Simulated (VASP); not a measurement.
**TaNb2N3: single point with PBE**

TaNb2N3:

```xyz
6
Lattice="2.5189 1.4543 4.3284 -2.5189 1.4543 4.3284 0.0000 -2.9086 4.3284" Properties=species:S:1:pos:R:3 pbc="T T T"
Ta    0.0000    0.0000    6.4926
Nb    0.0000    0.0000    9.5881
Nb    0.0000    0.0000    3.3971
N     0.0000   -1.4543    2.1642
N     1.2595    0.7272    2.1642
N    -1.2595    0.7272    2.1642
```

The cell was generated, and may not be a known phase.

```yaml
Program: VASP 6.6.1
Task: single point
Functional: PBE
Potentials_or_basis: VASP PAW PBE potentials, release 64 (Ta_pv, Nb_sv, N)
Cutoff: 520 eV
k_mesh: 12 × 12 × 12
Occupations: gaussian, width 0.1 eV
Spin: no spin polarisation
Dipole_correction: no
Further_INCAR_settings: ALGO = Normal; EDIFF = 1e-06; NBANDS = 35
```

```
Pressure               : -0.3 GPa
Largest force          : 0.053 eV/Å
Band gap on the k mesh : zero (bands 26 and 27 overlap by 0.55 eV)
```

Forces in eV/Å, atoms in the order of the input:
```
Ta   0.000  0.000  0.000
Nb   0.000  0.000  0.053
Nb   0.000  0.000 -0.053
N    0.000  0.000  0.000
N    0.000  0.000  0.000
N    0.000  0.000  0.000
```

Stress tensor (GPa, compression positive):
```
-0.26  0.00  0.00
 0.00 -0.26  0.00
 0.00  0.00 -0.48
```

Levels at points of the mesh, in eV from the Fermi level:
```csv
k point,band 23,band 24,band 25,band 26,band 27,band 28,band 29,band 30
"(0.00, 0.00, 0.00)",-1.64,-0.72,-0.40,-0.40,0.22,0.85,0.85,1.67
"(0.50, 0.00, 0.00)",-1.81,-1.12,-0.78,0.15,0.75,1.11,1.36,2.72
"(0.50, 0.50, 0.00)",-2.13,-0.86,-0.73,-0.38,0.24,0.56,1.22,1.46
"(0.50, 0.50, 0.50)",-1.78,-0.70,-0.53,-0.53,0.96,0.96,1.24,1.99
```

Wall time 5.8 min on 1 thread of Intel(R) Xeon(R) 6975P-C (Granite Rapids), on a shared host, peak memory 0.66 GiB.

Caveat: spin-orbit coupling is left out, which moves the levels of the heavy elements.
